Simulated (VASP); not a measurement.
Input of a VASP 6.6.1 run:

INCAR

```
PREC = Accurate ; ENCUT = 520
EDIFF = 1E-6 ; ISMEAR = 0
SIGMA = 0.15 ; LREAL = False
LASPH = True ; NELM = 100
ALGO = Normal ; ISIF = 2
LWAVE = False ; LCHARG = True
GGA = PS ; LELF = True
LVHAR = True ; NBANDS = 9
```

Contents of KPOINTS:

```
Automatic mesh
0
Gamma
  15 15 15
```

File POSCAR:

```
Te
1.0
    2.3319165471      1.3463326462      1.6991898573
   -2.3319165471      1.3463326462      1.6991898573
    0.0000000000     -2.6926652923      1.6991898574
Te
1
Direct
    0.5000000000      0.5000000000      0.5000000000
```

Potentials or basis: VASP PAW PBE potentials, release 64 (Te).

Command:

```bash
$ cat potpaw_PBE.64/Te/POTCAR > POTCAR
$ mpirun -np 1 vasp_std > vasp.out
```

**Question.** What does it give for the pressure?

**Answer.** -1.8 GPa.

**Question.** Predict the band gap on the k mesh.

**Answer.** Zero (bands 3 and 4 overlap by 4.71 eV).

Stress tensor (GPa, compression positive):
```
-2.05  0.00  0.00
 0.00 -2.05  0.00
 0.00  0.00 -1.41
```

Caveat: the PAW data sets were made with another functional, which shifts forces and pressure a little; spin-orbit coupling is left out, which moves the levels of the heavy elements.
